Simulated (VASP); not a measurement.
Runs of VASP 6.6.1 on TiSi. The structure is that of space group Cmmm (No. 65), or close to it. The cells are those of the table. 

| cell | gap on the mesh (eV) | pressure (GPa) |
| --- | --- | --- |
| a = 2.832, b = 2.832, c = 3.747 Å, angles 90.0, 90.0, 98.8°, 2 atoms | none | (a) |
| a = 2.873, b = 2.873, c = 3.690 Å, angles 90.0, 90.0, 98.8°, 2 atoms | none | -6.5 |
| a = 2.832, b = 2.832, c = 3.804 Å, angles 90.0, 90.0, 98.8°, 2 atoms | none | -7.6 |
| a = 2.873, b = 2.873, c = 3.747 Å, angles 90.0, 90.0, 98.8°, 2 atoms | none | -8.6 |
| a = 2.832, b = 2.832, c = 3.861 Å, angles 90.0, 90.0, 98.8°, 2 atoms | none | (b) |

Alike in all rows: task single point; level PBEsol; potentials or basis VASP PAW PBE potentials, release 64 (Ti_sv, Si); no spin polarisation; k mesh 18 × 18 × 12; cutoff (eV) 520; smearing gaussian 0.15 eV.

Task: Estimate the missing entries.

Result: (a) -5.5; (b) -9.5.

Caveats: the cell stands under tension; the PAW data sets were made with another functional, which shifts forces and pressure a little.

A gap of «none» marks levels without a gap at the run's occupations.
